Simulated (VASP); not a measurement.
# Be in VASP: notebook

Be is run at these levels: PBE; tasks: single point.

Everything below comes from runs of VASP 6.6.1. Logs are shortened: lines on timing, memory, paths and dates and some standing lists are left out, and cuts for length are marked.

**1. The cell of the first run**

The cell holds a sheet with vacuum, 2 atoms: a = 2.133 Å, b = 2.133 Å, c = 28.488 Å, α = 90.00°, β = 90.00°, γ = 120.00°.

**2. Single point, PBE**

The input, INCAR:

```
SYSTEM = Be
  PREC = Accurate
  ENCUT = 520
  EDIFF = 1E-6
  ISMEAR = 0
  SIGMA = 0.1
  LREAL = .False.
  LASPH = .True.
  NELM = 80
  ALGO = Normal
  ISIF = 2
  LWAVE = .False.
  LCHARG = .False.
  LDIPOL = .True.
  IDIPOL = 3
  DIPOL = 0.5 0.5 0.281
  GGA = PE
  NBANDS = 9
```

The input, KPOINTS:

```
regular mesh
0
Gamma
  12 12 1
  0 0 0
```

The input, POSCAR:

```
Be
1.0
    2.1332527355      0.0000000000      0.0000000000
   -1.0666263677      1.8474510616      0.0000000000
    0.0000000000      0.0000000000     28.4876927209
Be
2
Direct
    0.0000000000      0.0000000000      0.3229872974
    0.0000000000      0.0000000000      0.2386587494
```

Potentials or basis: VASP PAW PBE potentials, release 64 (Be).

Started as:

```bash
$ cat potpaw_PBE.64/Be/POTCAR > POTCAR
$ mpirun -np 1 vasp_std > vasp.out
```

OUTCAR:

```text
SYSTEM = Be
   PREC = Accurate
   ENCUT = 520
   EDIFF = 1E-6
   ISMEAR = 0
   LREAL = .False.
   LASPH = .True.
   NELM = 80
   ISIF = 2
   GGA = PE

 ion  position               nearest neighbor table
   1  0.000  0.000  0.323-
   2  0.000  0.000  0.239-

  LATTYP: Found a hexagonal cell.
 ALAT       =     2.1332527355
 C/A-ratio  =    13.3541104843

  Lattice vectors:

 A1 = (   2.1332527355,   0.0000000000,   0.0000000000)
 A2 = (  -1.0666263677,   1.8474510616,   0.0000000000)
 A3 = (   0.0000000000,   0.0000000000,  28.4876927209)

Analysis of symmetry for initial positions (statically):
=====================================================================
 Subroutine PRICEL returns:
 Original cell was already a primitive cell.

 Routine SETGRP: Setting up the symmetry group for a
 hexagonal supercell.

 Subroutine GETGRP returns: Found 24 space group operations
 (whereof 12 operations were pure point group operations)
 out of a pool of 24 trial point group operations.

The static configuration has the point symmetry C_6v.
 The point group associated with its full space group is D_6h.

Analysis of symmetry for dynamics (positions and initial velocities):
=====================================================================
 Subroutine PRICEL returns:
 Original cell was already a primitive cell.

 Routine SETGRP: Setting up the symmetry group for a
 hexagonal supercell.

 Subroutine GETGRP returns: Found 24 space group operations
 (whereof 12 operations were pure point group operations)
 out of a pool of 24 trial point group operations.

The dynamic configuration has the point symmetry C_6v.
 The point group associated with its full space group is D_6h.

 Subroutine INISYM returns: Found 24 space group operations
 (whereof 12 operations are pure point group operations),
 and found     1 'primitive' translations

----------------------------------------------------------------------------------------

                                     Primitive cell

  volume of cell :     112.2723

  direct lattice vectors                    reciprocal lattice vectors
     2.133252736  0.000000000  0.000000000     0.468767710  0.270643164  0.000000000
    -1.066626368  1.847451062  0.000000000     0.000000000  0.541286327  0.000000000
     0.000000000  0.000000000 28.487692721     0.000000000  0.000000000  0.035102878

  length of vectors
     2.133252736  2.133252735 28.487692721     0.541286327  0.541286327  0.035102878

  position of ions in fractional coordinates (direct lattice)
     0.000000000  0.000000000  0.322987297
     0.000000000  0.000000000  0.238658749

  ion indices of the primitive-cell ions
   primitive index   ion index
                 1           1
                 2           2

----------------------------------------------------------------------------------------

 KPOINTS: regular mesh

Automatic generation of k-mesh.
 Grid dimensions read from file:
 generate k-points for:   12   12    1

 Generating k-lattice:

  Cartesian coordinates                     Fractional coordinates (reciprocal lattice)
     0.039063976  0.022553597  0.000000000     0.083333333  0.000000000  0.000000000
     0.000000000  0.045107194  0.000000000     0.000000000  0.083333333  0.000000000
     0.000000000  0.000000000  0.035102878     0.000000000  0.000000000  1.000000000

  Length of vectors
     0.045107194  0.045107194  0.035102878

  Shift w.r.t. Gamma in fractional coordinates (k-lattice)
     0.000000000  0.000000000  0.000000000

 Subroutine IBZKPT returns following result:
 ===========================================

 Found     19 irreducible k-points:

 Following reciprocal coordinates:
            Coordinates               Weight
  0.000000  0.000000  0.000000      1.000000
  0.083333 -0.000000  0.000000      6.000000
  0.166667  0.000000  0.000000      6.000000
  0.250000  0.000000  0.000000      6.000000
  0.333333  0.000000  0.000000      6.000000
  0.416667 -0.000000  0.000000      6.000000
[... 11 lines left out ...]
  0.333333  0.250000  0.000000     12.000000
  0.333333  0.333333  0.000000      2.000000
   k-points           NKPTS =     19   k-points in BZ     NKDIM =     19   number of bands    NBANDS=      9
   number of dos      NEDOS =    301   number of ions     NIONS =      2
   total plane-waves  NPLWV =  55296
   dimension x,y,z NGX =    16 NGY =   16 NGZ =  216
   dimension x,y,z NGXF=    32 NGYF=   32 NGZF=  432
   ions per type =               2
   NGX,Y,Z   is equivalent  to a cutoff of  12.47, 12.47, 12.61 a.u.
   NGXF,Y,Z  is equivalent  to a cutoff of  24.94, 24.94, 25.21 a.u.
 SYSTEM =  Be
   PREC   = accura    normal or accurate (medium, high low for compatibility)
   ISTART =      0    job   : 0-new  1-cont  2-samecut
   ICHARG =      2    charge: 1-file 2-atom 10-const
   ISPIN  =      1    spin polarized calculation?
   LNONCOLLINEAR =      F non collinear calculations
   LSORBIT =      F    spin-orbit coupling
   LASPH  =      T    aspherical Exc in radial PAW
   ENCUT  =  520.0 eV  38.22 Ry    6.18 a.u.   3.97  3.97 52.97*2*pi/ulx,y,z
   NELM   =     80;   NELMIN=  2; NELMDL= -5     # of ELM steps
   EDIFF  = 0.1E-05   stopping-criterion for ELM
   LREAL  =      F    real-space projection
[... 7 lines left out ...]
   TEBEG  =    0.0;   TEEND  =   0.0 temperature during run
   PSTRESS=    0.0 pullay stress
   NELECT =       4.0000    total number of electrons
   NUPDOWN=      -1.0000    fix difference up-down
   EMIN   =  10.00;   EMAX   =-10.00  energy-range for DOS
   EFERMI =   0.00;   METHOD = LEGACY
   ISMEAR =     0;   SIGMA  =   0.10  broadening in eV -4-tet -1-fermi 0-gaus
   EFERMI_NEDOS =   21; number of points for ismear=-14 and -15
   IALGO  =     38    algorithm
   IMIX   =      4    mixing-type and parameters
     AMIX     =   0.40;   BMIX     =  1.00
     AMIX_MAG =   1.60;   BMIX_MAG =  1.00
  volume/ion in A,a.u.               =      56.14       378.83
  Fermi-wavevector in a.u.,A,eV,Ry     =   0.538688  1.017973  3.948204  0.290185
  Thomas-Fermi vector in A             =   1.565030
   LORBIT       =      0    0 simple, 1 ext, 2 COOP (PROOUT), +10 PAW based schemes
   GGA     = PE    functional components
   LHFCALC =     F    Hartree Fock is set to
   AEXX    =    0.0000 exact exchange contribution
   IVDW    =     0    specifies the selected vdW correction
   LEPSILON=     F    determine dielectric tensor
   LRPA    =     F    only Hartree local field effects (RPA)
 non-spin polarized calculation
 Gauss-broadening in eV      SIGMA  =   0.10
  energy-cutoff  :      520.00
  volume of cell :      112.27
 maximum number of plane-waves:      3072
 NGX is ok and might be reduce to    16
   NGX =  7   NGY =  7   NGZ =105

 dipolmoment           0.000000      0.000000     -0.000030 electrons x Angstroem

 number of electron       4.0000000 magnetization

 dipolmoment           0.000000      0.000000      0.000001 electrons x Angstroem

 Free energy of the ion-electron system (eV)
  ---------------------------------------------------
  ext. energy  EPLUGINS =         0.00000000
  ---------------------------------------------------
  free energy    TOTEN  =        -6.29953833 eV

  energy without entropy =       -6.28888023  energy(sigma->0) =       -6.29420928

 E-fermi :  -3.5007     XC(G=0):  -2.2480

 val. band max:       -3.5300945046   @ k =   0.2500   0.2500   0.0000
 cond. band min:      -3.2282070584   @ k =   0.2500   0.0000   0.0000
 fundamental gap:      0.3018874462
 Fermi energy:        -3.5006890065

 k-point     1 :       0.0000    0.0000    0.0000
  band No.  band energies     occupation
      1     -11.6618      2.00000
      2      -8.7611      2.00000
      3      -5.7912      2.00000
      4      -0.8695      0.00000
      5       1.2317      0.00000
      6       1.6546      0.00000
      7       1.7019      0.00000
      8       2.3298      0.00000
      9       2.6465      0.00000

 k-point     2 :       0.0833   -0.0000    0.0000
  band No.  band energies     occupation
      1     -11.4315      2.00000
      2      -8.5557      2.00000
      3      -5.5039      2.00000
      4      -0.6154      0.00000
      5       1.5298      0.00000
      6       1.9569      0.00000
      7       2.0062      0.00000
      8       2.6325      0.00000
      9       2.9470      0.00000

 k-point     3 :       0.1667    0.0000    0.0000
  band No.  band energies     occupation
      1     -10.7446      2.00000
      2      -7.9460      2.00000
      3      -4.6447      2.00000
      4       0.1444      0.00000
      5       2.4196      0.00000
      6       2.8638      0.00000
      7       2.9188      0.00000
      8       3.5405      0.00000
      9       3.8456      0.00000

 k-point     4 :       0.2500    0.0000    0.0000
  band No.  band energies     occupation
      1      -9.6161      2.00000
      2      -6.9571      2.00000
      3      -3.2282      0.00012
      4       1.3853      0.00000
      5       3.8628      0.00000
      6       4.3722      0.00000
      7       4.4340      0.00000
      8       5.0511      0.00000
      9       5.3078      0.00000
[... 145 lines left out ...]
 k-point    17 :       0.2500    0.2500    0.0000
  band No.  band energies     occupation
      1      -5.6728      2.00000
      2      -3.5301      1.32249
      3       1.5005      0.00000
      4       2.6582      0.00000
      5       4.3350      0.00000
      6       5.5276      0.00000
      7       6.2698      0.00000
      8       9.6297      0.00000
      9       9.6945      0.00000

 k-point    18 :       0.3333    0.2500    0.0000
  band No.  band energies     occupation
      1      -3.7804      1.99992
      2      -1.9362      0.00000
      3       0.1229      0.00000
      4       2.0401      0.00000
      5       3.2097      0.00000
      6       6.5587      0.00000
      7       6.9467      0.00000
      8       9.5589      0.00000
      9      11.5962      0.00000

 k-point    19 :       0.3333    0.3333    0.0000
  band No.  band energies     occupation
      1      -1.7452      0.00000
      2      -1.7452      0.00000
      3      -0.0227      0.00000
      4      -0.0227      0.00000
      5       3.2081      0.00000
      6       7.1238      0.00000
      7       7.1252      0.00000
      8      10.4233      0.00000
      9      10.4233      0.00000

------------------------ aborting loop because EDIFF is reached ----------------------------------------

 vacuum level on the upper side and lower side of the slab       (xc-potential included)        -0.006        -0.008

  FORCE on cell =-STRESS in cart. coord.  units (eV):
  Direction    XX          YY          ZZ          XY          YZ          ZX
  --------------------------------------------------------------------------------------
  -------------------------------------------------------------------------------------
  Total        0.0230420      0.0230420      0.0197479      0.0000000      0.0000000      0.0000000
  in kB        0.3288201      0.3288201      0.2818112      0.0000000      0.0000000      0.0000000
  external PRESSURE =       0.3131504 kB  Pullay stress =       0.0000000 kB

 VOLUME and BASIS-vectors are now :
 -----------------------------------------------------------------------------
  energy-cutoff  :      520.00
  volume of cell :      112.27
      direct lattice vectors                 reciprocal lattice vectors
     2.133252736  0.000000000  0.000000000     0.468767710  0.270643164  0.000000000
    -1.066626368  1.847451062  0.000000000     0.000000000  0.541286327  0.000000000
     0.000000000  0.000000000 28.487692721     0.000000000  0.000000000  0.035102878

 POSITION                                       TOTAL-FORCE (eV/Angst)
 -----------------------------------------------------------------------------------
      0.00000      0.00000      9.20116        -0.000000     -0.000000      0.008426
      0.00000      0.00000      6.79884         0.000000      0.000000     -0.008426
 -----------------------------------------------------------------------------------
    total drift:                               -0.000000     -0.000000      0.000006

  FREE ENERGIE OF THE ION-ELECTRON SYSTEM (eV)
  ---------------------------------------------------
  free  energy   TOTEN  =        -6.2995383275 eV

  energy  without entropy=       -6.2888802267  energy(sigma->0) =       -6.29420928

 vacuum level on the upper side and lower side of the slab         1.600         1.600
```

It took 18 s on 1 thread of Intel Xeon Platinum 8488C (Sapphire Rapids), shared host; peak memory 0.21 GiB.

What came out:

```
Free energy            : -6.2995 eV
Largest force          : 0.008 eV/Å
Band gap on the k mesh : zero (band 2 reaches -1.75 eV, above the bottom of band 3 at -5.79 eV)
```

Forces in eV/Å, atoms in the order of the input:
```
Be   0.000  0.000  0.008
Be   0.000  0.000 -0.008
```

**3. Single point, PBE**

This run uses another cell than the first one, of 55.97 Å³/atom, 0.997 times its volume.

The input, INCAR:

```
SYSTEM = Be
PREC = Accurate
ENCUT = 520
EDIFF = 1E-6
ISMEAR = 0
SIGMA = 0.1
LREAL = .FALSE.
LASPH = .TRUE.
NELM = 100
ALGO = Normal
ISIF = 2
LWAVE = .FALSE.
LCHARG = .FALSE.
LDIPOL = .TRUE.
IDIPOL = 3
DIPOL = 0.5 0.5 0.281
GGA = PE
NBANDS = 9
```

The input, KPOINTS:

```
regular mesh
0
G
  30 30 1
  0 0 0
```

The input, POSCAR:

```
Be
1.0
    2.1300563149      0.0000000000      0.0000000000
   -1.0650281574      1.8446828802      0.0000000000
    0.0000000000      0.0000000000     28.4876927209
Be
2
Direct
    0.0000000000      0.0000000000      0.3239137650
    0.0000000000      0.0000000000      0.2377322818
```

Potentials or basis: VASP PAW PBE potentials, release 64 (Be).

Started as:

```bash
$ cat potpaw_PBE.64/Be/POTCAR > POTCAR
$ mpirun -np 1 vasp_std > vasp.out
```

OUTCAR:

```text
SYSTEM = Be
   PREC = Accurate
   ENCUT = 520
   EDIFF = 1E-6
   ISMEAR = 0
   LREAL = .FALSE.
   LASPH = .TRUE.
   NELM = 100
   ISIF = 2
   GGA = PE

 ion  position               nearest neighbor table
   1  0.000  0.000  0.324-
   2  0.000  0.000  0.238-

  LATTYP: Found a hexagonal cell.
 ALAT       =     2.1300563149
 C/A-ratio  =    13.3741500268

  Lattice vectors:

 A1 = (   2.1300563149,   0.0000000000,   0.0000000000)
[... 483 lines left out ...]
 vacuum level on the upper side and lower side of the slab       (xc-potential included)        -0.019        -0.020

  FORCE on cell =-STRESS in cart. coord.  units (eV):
  Direction    XX          YY          ZZ          XY          YZ          ZX
  --------------------------------------------------------------------------------------
  -------------------------------------------------------------------------------------
  Total        0.0216556      0.0216556      0.0002813      0.0000000      0.0000000     -0.0000000
  in kB        0.3099642      0.3099642      0.0040259      0.0000000      0.0000000     -0.0000000
  external PRESSURE =       0.2079847 kB  Pullay stress =       0.0000000 kB

 VOLUME and BASIS-vectors are now :
 -----------------------------------------------------------------------------
  energy-cutoff  :      520.00
  volume of cell :      111.94
      direct lattice vectors                 reciprocal lattice vectors
     2.130056315  0.000000000  0.000000000     0.469471156  0.271049298  0.000000000
    -1.065028157  1.844682880  0.000000000     0.000000000  0.542098596  0.000000000
     0.000000000  0.000000000 28.487692721     0.000000000  0.000000000  0.035102878

 POSITION                                       TOTAL-FORCE (eV/Angst)
 -----------------------------------------------------------------------------------
      0.00000      0.00000      9.22756         0.000000     -0.000000      0.000417
      0.00000      0.00000      6.77244        -0.000000      0.000000     -0.000417
 -----------------------------------------------------------------------------------
    total drift:                               -0.000000     -0.000000      0.000010

  FREE ENERGIE OF THE ION-ELECTRON SYSTEM (eV)
  ---------------------------------------------------
  free  energy   TOTEN  =        -6.3262821022 eV

  energy  without entropy=       -6.3239936632  energy(sigma->0) =       -6.32513788

 vacuum level on the upper side and lower side of the slab         1.606         1.606
```

Run time: 68 s. Hardware: 1 thread of Intel Xeon Platinum 8488C (Sapphire Rapids), shared host; peak memory 0.25 GiB.

What came out:

```
Free energy            : -6.3263 eV
Band gap on the k mesh : zero (band 2 reaches -0.87 eV, above the bottom of band 3 at -5.80 eV)
```

**4. Single point, PBE**

The input, INCAR:

```
  PREC = Accurate
  ENCUT = 520
  EDIFF = 1E-6
  ISMEAR = 0
  SIGMA = 0.1
  LREAL = F
  LASPH = T
  NELM = 100
  ALGO = Normal
  ISIF = 2
  LWAVE = F
  LCHARG = F
  LDIPOL = T
  IDIPOL = 3
  DIPOL = 0.5 0.5 0.281
  GGA = PE
  NBANDS = 9
```

The input, KPOINTS:

```
regular mesh
0
Gamma
  30 30 1
```

The input, POSCAR:

```
Be
1.0
    2.1332527355      0.0000000000      0.0000000000
   -1.0666263677      1.8474510616      0.0000000000
    0.0000000000      0.0000000000     28.4876927209
Be
2
Direct
    0.0000000000      0.0000000000      0.3229872974
    0.0000000000      0.0000000000      0.2386587494
```

Started as:

```bash
$ cat potpaw_PBE.64/Be/POTCAR > POTCAR
$ mpirun -np 1 vasp_std > vasp.out
```

It took 67 s on 1 thread of Intel Xeon Platinum 8488C (Sapphire Rapids), shared host; peak memory 0.25 GiB.

It converged, with:

```yaml
Free_energy: -6.3241 eV
Largest_force: 0.081 eV/Å
Band_gap_on_the_k_mesh: zero (band 2 reaches -0.99 eV, above the bottom of band 3 at -5.82 eV)
```

Forces on the atoms (eV/Å):
```
Be   0.000  0.000  0.081
Be   0.000  0.000 -0.081
```

Levels at points of the mesh, in eV from the Fermi level:
```
           k point  band 1  band 2  band 3  band 4  band 5  band 6
(0.00, 0.00, 0.00)   -8.36   -5.43   -2.46    2.46    4.60    5.02
(0.50, 0.00, 0.00)   -2.00   -0.24    2.89    6.23    7.03   10.09
```

**5. Summary**

| cell | k mesh | gap on the mesh (eV) | largest force (eV/Å) |
| --- | --- | --- | --- |
| a = 2.133, b = 2.133, c = 28.488 Å, angles 90.0, 90.0, 120.0°, 2 atoms | 12 × 12 × 1 | none | 0.01 |
| a = 2.130, b = 2.130, c = 28.488 Å, angles 90.0, 90.0, 120.0°, 2 atoms | 30 × 30 × 1 | none | - |
| a = 2.133, b = 2.133, c = 28.488 Å, angles 90.0, 90.0, 120.0°, 2 atoms | 30 × 30 × 1 | none | 0.08 |

Alike in all rows: task single point; level PBE; potentials or basis VASP PAW PBE potentials, release 64 (Be); no spin polarisation; cutoff (eV) 520; smearing gaussian 0.1 eV.

Absolute energies hang on the potentials; compare differences alone.
